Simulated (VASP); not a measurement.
Here is a VASP 6.6.1 calculation.

File INCAR:

```
  ALGO = Normal
  EDIFF = 1E-6
  ENCUT = 520
  GGA = PE
  ISIF = 2
  ISMEAR = 0
  LASPH = T
  LCHARG = F
  LREAL = F
  LWAVE = F
  NBANDS = 40
  NELM = 80
  PREC = Accurate
  SIGMA = 0.05
```

File KPOINTS:

```
k-points
0
Gamma
  4 4 4
```

File POSCAR:

```
Si4O7
1.0
    5.0799801732      0.0000000000      0.0000000000
    0.0000000000      5.0799801732      0.0000000000
    0.0000000000      0.0000000000      7.0914769300
Si O
4 7
Direct
    0.2944292339      0.2944292339      0.0000000000
    0.2055707661      0.7944292339      0.2500000000
    0.7055707661      0.7055707661      0.5000000000
    0.7944292339      0.2055707661      0.7500000000
    0.4053663613      0.7409644515      0.4248320116
    0.7590355485      0.9053663613      0.6748320116
    0.5946336387      0.2590355485      0.9248320116
    0.7409644515      0.4053663613      0.5751679884
    1.0003077532      1.0281834912      0.2826376305
    0.2590355485      0.5946336387      0.0751679884
    0.0946336387      0.2409644515      0.8251679884
```

Potentials or basis: VASP PAW PBE potentials, release 64 (Si, O).

The run is started by

```bash
$ cat potpaw_PBE.64/Si/POTCAR potpaw_PBE.64/O/POTCAR > POTCAR
$ mpirun -np 1 vasp_std > vasp.out
```

Task: Predict the band gap on the k mesh.

Result: 0.21 eV.

Task: Estimate the largest force.

Result: 2.136 eV/Å.

Stress tensor (GPa, compression positive):
```
-0.01 -0.77  2.22
-0.77 -1.32  1.58
 2.22  1.58 -0.80
```

Caveat: the cell differs from its parent crystal (atoms taken out, atom 9 moved 0.500 of the way to it and +0.675 Å across, host rigid).
